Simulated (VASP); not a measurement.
# Ni (P6_3/mmc) in VASP: a series of runs

Runs on Ni. Level: revPBE. Tasks: single point.

Everything below comes from runs of VASP 6.6.1. Logs are shortened: lines on timing, memory, paths and dates and some standing lists are left out, and cuts for length are marked.

### Step 1. The cell of the first run

It takes space group P6_3/mmc (No. 194, hexagonal). Conventional cell: a = 2.500 Å, b = 2.500 Å, c = 4.110 Å, α = 90.00°, β = 90.00°, γ = 120.00°. Ni (site symmetry -6m2) has 12 Ni at 2.50 to 2.51 Å within 3.3 Å.

### Step 2. Single point, revPBE

File INCAR:

```
SYSTEM = Ni
  PREC = Accurate
  ENCUT = 520
  EDIFF = 1E-6
  ISMEAR = -1
  SIGMA = 0.1
  LREAL = .False.
  LASPH = .True.
  NELM = 100
  ALGO = Normal
  ISIF = 2
  LWAVE = .False.
  LCHARG = .False.
  GGA = RE
  NBANDS = 17
```

File KPOINTS:

```
regular mesh
0
Gamma
  24 24 13
  0 0 0
```

File POSCAR:

```
Ni
1.0
    2.4998113983      0.0000000000      0.0000000000
   -1.2499056991      2.1649001756      0.0000000000
    0.0000000000      0.0000000000      4.1095711363
Ni
2
Direct
    0.3333333333      0.6666666667      0.2500000000
    0.6666666667      0.3333333333      0.7500000000
```

Potentials or basis: VASP PAW PBE potentials, release 64 (Ni).

Command:

```console
cat potpaw_PBE.64/Ni/POTCAR > POTCAR
mpirun -np 1 vasp_std > vasp.out
```

OUTCAR:

```text
SYSTEM = Ni
   PREC = Accurate
   ENCUT = 520
   EDIFF = 1E-6
   ISMEAR = -1
   LREAL = .False.
   LASPH = .True.
   NELM = 100
   ISIF = 2
   GGA = RE

 ion  position               nearest neighbor table
   1  0.333  0.667  0.250-   2 2.51   2 2.51   2 2.51   2 2.51   2 2.51   2 2.51
   2  0.667  0.333  0.750-   1 2.51   1 2.51   1 2.51   1 2.51   1 2.51   1 2.51

  LATTYP: Found a hexagonal cell.
 ALAT       =     2.4998113983
 C/A-ratio  =     1.6439524754

  Lattice vectors:

 A1 = (   2.4998113983,   0.0000000000,   0.0000000000)
 A2 = (  -1.2499056991,   2.1649001756,   0.0000000000)
 A3 = (   0.0000000000,   0.0000000000,   4.1095711363)

Analysis of symmetry for initial positions (statically):
=====================================================================
 Subroutine PRICEL returns:
 Original cell was already a primitive cell.

 Routine SETGRP: Setting up the symmetry group for a
 hexagonal supercell.

 Subroutine GETGRP returns: Found 24 space group operations
 (whereof 12 operations were pure point group operations)
 out of a pool of 24 trial point group operations.

The static configuration has the point symmetry D_3d.
 The point group associated with its full space group is D_6h.

Analysis of symmetry for dynamics (positions and initial velocities):
=====================================================================
 Subroutine PRICEL returns:
 Original cell was already a primitive cell.

 Routine SETGRP: Setting up the symmetry group for a
 hexagonal supercell.

 Subroutine GETGRP returns: Found 24 space group operations
 (whereof 12 operations were pure point group operations)
 out of a pool of 24 trial point group operations.

The dynamic configuration has the point symmetry D_3d.
 The point group associated with its full space group is D_6h.

 Subroutine INISYM returns: Found 24 space group operations
 (whereof 12 operations are pure point group operations),
 and found     1 'primitive' translations

----------------------------------------------------------------------------------------

                                     Primitive cell

  volume of cell :      22.2404

  direct lattice vectors                    reciprocal lattice vectors
     2.499811398  0.000000000  0.000000000     0.400030179  0.230957531  0.000000000
    -1.249905699  2.164900176  0.000000000     0.000000000  0.461915063  0.000000000
     0.000000000  0.000000000  4.109571136     0.000000000  0.000000000  0.243334394

  length of vectors
     2.499811398  2.499811398  4.109571136     0.461915063  0.461915063  0.243334394

  position of ions in fractional coordinates (direct lattice)
     0.333333333  0.666666667  0.250000000
     0.666666667  0.333333333  0.750000000

  ion indices of the primitive-cell ions
   primitive index   ion index
                 1           1
                 2           2

----------------------------------------------------------------------------------------

 KPOINTS: regular mesh

Automatic generation of k-mesh.
 Grid dimensions read from file:
 generate k-points for:   24   24   13

 Generating k-lattice:

  Cartesian coordinates                     Fractional coordinates (reciprocal lattice)
     0.016667924  0.009623230  0.000000000     0.041666667 -0.000000000  0.000000000
     0.000000000  0.019246461  0.000000000     0.000000000  0.041666667  0.000000000
     0.000000000  0.000000000  0.018718030     0.000000000  0.000000000  0.076923077

  Length of vectors
     0.019246461  0.019246461  0.018718030

  Shift w.r.t. Gamma in fractional coordinates (k-lattice)
     0.000000000  0.000000000  0.000000000

 Subroutine IBZKPT returns following result:
 ===========================================

 Found    427 irreducible k-points:

 Following reciprocal coordinates:
            Coordinates               Weight
  0.000000  0.000000  0.000000      1.000000
  0.041667  0.000000  0.000000      6.000000
  0.083333  0.000000  0.000000      6.000000
  0.125000  0.000000  0.000000      6.000000
  0.166667  0.000000  0.000000      6.000000
  0.208333  0.000000  0.000000      6.000000
[... 16 lines left out ...]
  0.416667  0.041667  0.000000     12.000000
  0.458333  0.041667  0.000000     12.000000
 [... further k-points ...]
   k-points           NKPTS =    427   k-points in BZ     NKDIM =    427   number of bands    NBANDS=     17
   number of dos      NEDOS =    301   number of ions     NIONS =      2
   total plane-waves  NPLWV =  12800
   dimension x,y,z NGX =    20 NGY =   20 NGZ =   32
   dimension x,y,z NGXF=    40 NGYF=   40 NGZF=   64
   ions per type =               2
   NGX,Y,Z   is equivalent  to a cutoff of  13.30, 13.30, 12.95 a.u.
   NGXF,Y,Z  is equivalent  to a cutoff of  26.60, 26.60, 25.89 a.u.
 SYSTEM =  Ni
   PREC   = accura    normal or accurate (medium, high low for compatibility)
   ISTART =      0    job   : 0-new  1-cont  2-samecut
   ICHARG =      2    charge: 1-file 2-atom 10-const
   ISPIN  =      1    spin polarized calculation?
   LNONCOLLINEAR =      F non collinear calculations
   LSORBIT =      F    spin-orbit coupling
   LASPH  =      T    aspherical Exc in radial PAW
   ENCUT  =  520.0 eV  38.22 Ry    6.18 a.u.   4.65  4.65  7.64*2*pi/ulx,y,z
   NELM   =    100;   NELMIN=  2; NELMDL= -5     # of ELM steps
   EDIFF  = 0.1E-05   stopping-criterion for ELM
   LREAL  =      F    real-space projection
   EDIFFG = 0.1E-04   stopping-criterion for IOM
   NSW    =      0    number of steps for IOM
   IBRION =     -1    ionic relax: 0-MD 1-quasi-New 2-CG
   NFREE  =      0    steps in history (QN), initial steepest desc. (CG)
   ISIF   =      2    stress and relaxation
   ISYM   =      2    0-nonsym 1-usesym 2-fastsym
   POTIM  = 0.5000    time-step for ionic-motion
   TEBEG  =    0.0;   TEEND  =   0.0 temperature during run
   PSTRESS=    0.0 pullay stress
   NELECT =      20.0000    total number of electrons
   NUPDOWN=      -1.0000    fix difference up-down
   EMIN   =  10.00;   EMAX   =-10.00  energy-range for DOS
   EFERMI =   0.00;   METHOD = LEGACY
   ISMEAR =    -1;   SIGMA  =   0.10  broadening in eV -4-tet -1-fermi 0-gaus
   EFERMI_NEDOS =   21; number of points for ismear=-14 and -15
   IALGO  =     38    algorithm
   IMIX   =      4    mixing-type and parameters
     AMIX     =   0.40;   BMIX     =  1.00
     AMIX_MAG =   1.60;   BMIX_MAG =  1.00
  volume/ion in A,a.u.               =      11.12        75.04
  Fermi-wavevector in a.u.,A,eV,Ry     =   1.580172  2.986092 33.972968  2.496943
  Thomas-Fermi vector in A             =   2.680440
   LORBIT       =      0    0 simple, 1 ext, 2 COOP (PROOUT), +10 PAW based schemes
   GGA     = RE    functional components
   LHFCALC =     F    Hartree Fock is set to
   AEXX    =    0.0000 exact exchange contribution
   IVDW    =     0    specifies the selected vdW correction
   LEPSILON=     F    determine dielectric tensor
   LRPA    =     F    only Hartree local field effects (RPA)
 non-spin polarized calculation
  energy-cutoff  :      520.00
  volume of cell :       22.24
 maximum number of plane-waves:       622
 NGX is ok and might be reduce to    20
   NGX =  9   NGY =  9   NGZ = 15

 number of electron      20.0000010 magnetization

 Free energy of the ion-electron system (eV)
  ---------------------------------------------------
  ext. energy  EPLUGINS =         0.00000000
  ---------------------------------------------------
  free energy    TOTEN  =       -10.06653399 eV

  energy without entropy =       -9.87385830  energy(sigma->0) =       -9.97019614

 E-fermi :   9.0286     XC(G=0): -13.0333

 val. band max:        9.0279807395   @ k =   0.4167   0.0000   0.0000
 cond. band min:       9.0287203350   @ k =   0.1250   0.0000   0.3846
 fundamental gap:      0.0007395955
 Fermi energy:         9.0285813786

 k-point     1 :       0.0000    0.0000    0.0000
  band No.  band energies     occupation
      1       0.3059      2.00000
      2       4.6980      2.00000
      3       7.1898      2.00000
      4       7.2730      2.00000
      5       7.2730      2.00000
      6       7.5365      2.00000
[... 9 lines left out ...]
     16      33.4204      0.00000
     17      34.2594      0.00000

 k-point     2 :       0.0417    0.0000    0.0000
  band No.  band energies     occupation
      1       0.3658      2.00000
      2       4.7363      2.00000
      3       7.1380      2.00000
      4       7.2989      2.00000
      5       7.3174      2.00000
      6       7.5221      2.00000
[... 9 lines left out ...]
     16      32.5816      0.00000
     17      34.3025      0.00000

 k-point     3 :       0.0833    0.0000    0.0000
  band No.  band energies     occupation
      1       0.5443      2.00000
      2       4.8472      2.00000
      3       7.0429      2.00000
      4       7.3755      2.00000
      5       7.3863      2.00000
      6       7.4881      2.00000
[... 9 lines left out ...]
     16      31.6576      0.00000
     17      34.3861      0.00000

 k-point     4 :       0.1250    0.0000    0.0000
  band No.  band energies     occupation
      1       0.8378      2.00000
      2       5.0184      2.00000
      3       6.9264      2.00000
      4       7.2948      2.00000
      5       7.3838      2.00000
      6       7.4993      2.00000
[... 9 lines left out ...]
     16      31.1599      0.00000
     17      34.0573      0.00000
[... 343 lines left out ...]
      1       4.4605      2.00000
      2       5.4482      2.00000
      3       5.6574      2.00000
      4       6.7374      2.00000
      5       7.2373      2.00000
      6       7.3562      2.00000
[... 9 lines left out ...]
     16      23.8700      0.00000
     17      24.6936      0.00000

 k-point    23 :       0.4167    0.0417    0.0000
  band No.  band energies     occupation
      1       4.8276      2.00000
      2       5.3581      2.00000
      3       5.5773      2.00000
      4       6.8746      2.00000
      5       7.2099      2.00000
      6       7.2968      2.00000
[... 9 lines left out ...]
     16      23.1444      0.00000
     17      23.8268      0.00000

 k-point    24 :       0.4583    0.0417    0.0000
  band No.  band energies     occupation
      1       5.0269      2.00000
      2       5.2830      2.00000
      3       5.5376      2.00000
      4       6.9805      2.00000
      5       7.1997      2.00000
      6       7.2623      2.00000
[... 9 lines left out ...]
     16      22.4008      0.00000
     17      23.5666      0.00000

 [... further k-points ...]
[... 5 lines left out ...]
  --------------------------------------------------------------------------------------
  -------------------------------------------------------------------------------------
  Total        0.0413822      0.0413822      0.0244699      0.0000000      0.0000000      0.0000000
  in kB        2.9811418      2.9811418      1.7627893      0.0000000      0.0000000      0.0000000
  external PRESSURE =       2.5750243 kB  Pullay stress =       0.0000000 kB

 VOLUME and BASIS-vectors are now :
 -----------------------------------------------------------------------------
  energy-cutoff  :      520.00
  volume of cell :       22.24
      direct lattice vectors                 reciprocal lattice vectors
     2.499811398  0.000000000  0.000000000     0.400030179  0.230957531  0.000000000
    -1.249905699  2.164900176  0.000000000     0.000000000  0.461915063  0.000000000
     0.000000000  0.000000000  4.109571136     0.000000000  0.000000000  0.243334394

 POSITION                                       TOTAL-FORCE (eV/Angst)
 -----------------------------------------------------------------------------------
     -0.00000      1.44327      1.02739         0.000000      0.000000      0.000000
      1.24991      0.72163      3.08218         0.000000     -0.000000      0.000000
 -----------------------------------------------------------------------------------
    total drift:                               -0.000000      0.000000     -0.000000

  FREE ENERGIE OF THE ION-ELECTRON SYSTEM (eV)
  ---------------------------------------------------
  free  energy   TOTEN  =       -10.0665339875 eV

  energy  without entropy=       -9.8738582985  energy(sigma->0) =       -9.97019614
```

It took 100 s on 1 thread of AMD EPYC 9R45 (Zen 5), shared host; peak memory 0.21 GiB.

Results:

| Item | Value |
| --- | --- |
| Free energy | -10.0665 eV |
| Pressure | 0.3 GPa |
| Band gap on the k mesh | zero (band 10 reaches 9.11 eV, above the bottom of band 11 at 8.62 eV) |

Levels at points of the mesh, in eV from the Fermi level:
| k point | band 7 | band 8 | band 9 | band 10 | band 11 | band 12 | band 13 | band 14 |
| --- | --- | --- | --- | --- | --- | --- | --- | --- |
| (0.00, 0.00, 0.00) | -1.49 | -1.09 | -1.09 | -0.20 | -0.17 | -0.17 | 5.81 | 22.51 |
| (0.50, 0.00, 0.00) | -1.47 | -0.04 | 0.00 | 0.07 | 1.53 | 3.33 | 9.39 | 9.91 |

Caveat: the PAW data sets were made with another functional, which shifts forces and pressure a little; the run has no spin polarisation, though such a crystal can be magnetic.

### Step 3. Single point, revPBE, collinear spin, ferromagnetic start

This run uses another cell than the first one, of 11.17 Å³/atom, 1.004 times its volume.

File INCAR:

```
SYSTEM = Ni
ALGO     = Normal         ! electronic algorithm
EDIFF    = 1E-6           ! SCF threshold, eV
ENCUT    = 520            ! plane-wave cutoff, eV
GGA      = RE             ! functional
ISIF     = 2              ! what is computed and relaxed
ISMEAR   = -1             ! smearing method
ISPIN    = 2              ! spin polarisation
LASPH    = .True.         ! aspherical terms in the spheres
LCHARG   = .False.        ! write CHGCAR
LMAXMIX  = 4              ! l up to which the mixer works
LORBIT   = 11             ! projections on sites
LREAL    = .False.        ! projectors in reciprocal space
LWAVE    = .False.        ! write WAVECAR
MAGMOM   = 0.731 0.731    ! initial moments
NBANDS   = 21             ! bands
NELM     = 150            ! most SCF steps
PREC     = Accurate       ! precision mode
SIGMA    = 0.05           ! smearing width, eV
```

File KPOINTS:

```
k-points
0
Gamma
  24 24 13
  0 0 0
```

File POSCAR:

```
Ni
1.0
    2.5065785448      0.0000000000      0.0000000000
   -1.2532892724      2.1707606964      0.0000000000
    0.0000000000      0.0000000000      4.1049979308
Ni
2
Direct
    0.3333333333      0.6666666667      0.2500000000
    0.6666666667      0.3333333333      0.7500000000
```

Potentials or basis: VASP PAW PBE potentials, release 64 (Ni).

Command:

```console
cat potpaw_PBE.64/Ni/POTCAR > POTCAR
mpirun -np 1 vasp_std > vasp.out
```

OUTCAR:

```text
SYSTEM = Ni
   EDIFF = 1E-6
   ENCUT = 520
   GGA = RE
   ISIF = 2
   ISMEAR = -1
   ISPIN = 2
   LASPH = .True.
   LORBIT = 11
   LREAL = .False.
   NELM = 150
   PREC = Accurate

 ion  position               nearest neighbor table
   1  0.333  0.667  0.250-   2 2.51   2 2.51   2 2.51   2 2.51   2 2.51   2 2.51
   2  0.667  0.333  0.750-   1 2.51   1 2.51   1 2.51   1 2.51   1 2.51   1 2.51

  LATTYP: Found a hexagonal cell.
 ALAT       =     2.5065785448
 C/A-ratio  =     1.6376897262

  Lattice vectors:

 A1 = (   2.5065785448,   0.0000000000,   0.0000000000)
 A2 = (  -1.2532892724,   2.1707606964,   0.0000000000)
 A3 = (   0.0000000000,   0.0000000000,   4.1049979308)

Analysis of symmetry for initial positions (statically):
[... 1370 lines left out ...]
  volume of cell :       22.34
      direct lattice vectors                 reciprocal lattice vectors
     2.506578545  0.000000000  0.000000000     0.398950195  0.230334003  0.000000000
    -1.253289272  2.170760696  0.000000000     0.000000000  0.460668005  0.000000000
     0.000000000  0.000000000  4.104997931     0.000000000  0.000000000  0.243605482

 POSITION                                       TOTAL-FORCE (eV/Angst)
 -----------------------------------------------------------------------------------
     -0.00000      1.44717      1.02625         0.000000      0.000000      0.000000
      1.25329      0.72359      3.07875        -0.000000     -0.000000      0.000000
 -----------------------------------------------------------------------------------
    total drift:                               -0.000000      0.000000     -0.000000

  FREE ENERGIE OF THE ION-ELECTRON SYSTEM (eV)
  ---------------------------------------------------
  free  energy   TOTEN  =       -10.0902963731 eV

  energy  without entropy=      -10.0535763367  energy(sigma->0) =      -10.07193635

 total charge

# of ion       s       p       d       tot
------------------------------------------
    1        0.485   0.474   8.302   9.260
    2        0.485   0.474   8.302   9.260
--------------------------------------------------
tot          0.969   0.948  16.604  18.520

 magnetization (x)

# of ion       s       p       d       tot
------------------------------------------
    1       -0.005  -0.026   0.692   0.662
    2       -0.005  -0.026   0.692   0.662
--------------------------------------------------
tot         -0.010  -0.051   1.385   1.323
```

OSZICAR:

```text
N       E                     dE             d eps       ncg     rms          rms(c)
DAV:   1     0.974310850768E+02    0.97431E+02   -0.88681E+03 38238   0.134E+03
DAV:   2    -0.635148651204E+01   -0.10378E+03   -0.95923E+02 36428   0.233E+02
DAV:   3    -0.119196187740E+02   -0.55681E+01   -0.53300E+01 41093   0.617E+01
DAV:   4    -0.119868597189E+02   -0.67241E-01   -0.67190E-01 41213   0.647E+00
DAV:   5    -0.119886309552E+02   -0.17712E-02   -0.17712E-02 41429   0.105E+00    0.134E+01
DAV:   6    -0.107606155290E+02    0.12280E+01   -0.69132E+00 41874   0.559E+01    0.875E+00
DAV:   7    -0.101202908701E+02    0.64032E+00   -0.15190E+00 41176   0.230E+01    0.265E+00
DAV:   8    -0.100957108019E+02    0.24580E-01   -0.12073E-02 48153   0.130E+00    0.134E+00
DAV:   9    -0.100912830666E+02    0.44277E-02   -0.71463E-04 57673   0.361E-01    0.375E-01
DAV:  10    -0.100903497134E+02    0.93335E-03   -0.12504E-04 53750   0.191E-01    0.817E-02
DAV:  11    -0.100902951035E+02    0.54610E-04   -0.53396E-05 50884   0.102E-01    0.260E-02
DAV:  12    -0.100902972308E+02   -0.21273E-05   -0.39549E-06 47036   0.297E-02    0.219E-02
DAV:  13    -0.100902963731E+02    0.85766E-06   -0.12882E-06 30843   0.134E-02
   1 F= -.10090296E+02 E0= -.10071936E+02  d E =-.367200E-01  mag=     1.2937
```

Run time: 3.4 min. Hardware: 1 thread of Intel Xeon Platinum 8559C (Emerald Rapids), shared host; peak memory 0.36 GiB.

What came out:

```
Free energy                                           : -10.0903 eV
Pressure                                              : -0.1 GPa
Net moment                                            : 1.29 μB per cell
Site moments                                          : Ni +0.66 μB
Valence electrons inside the program's atomic spheres : Ni 9.26
```

Stress tensor (GPa, compression positive):
```
-0.34  0.00  0.00
 0.00 -0.34  0.00
 0.00  0.00  0.24
```

Levels at points of the mesh, in eV from the Fermi level:
Spin up:
| k point | band 8 | band 9 | band 10 | band 11 | band 12 | band 13 | band 14 | band 15 |
| --- | --- | --- | --- | --- | --- | --- | --- | --- |
| (0.00, 0.00, 0.00) | -1.66 | -1.66 | -0.76 | -0.76 | -0.30 | 5.43 | 22.33 | 24.00 |
| (0.50, 0.00, 0.00) | -0.66 | -0.59 | -0.54 | 1.09 | 2.92 | 9.14 | 9.67 | 12.14 |
Spin down:
```
           k point  band 5  band 6  band 7  band 8  band 9  band 10  band 11  band 12  band 13  band 14
(0.00, 0.00, 0.00)   -1.60   -1.33   -1.33   -0.96   -0.96    -0.38    -0.01    -0.01     5.84    22.16
(0.50, 0.00, 0.00)   -1.70   -1.66   -1.31    0.14    0.17     0.26     1.57     3.30     9.24     9.76
```

Caveat: the PAW data sets were made with another functional, which shifts forces and pressure a little.
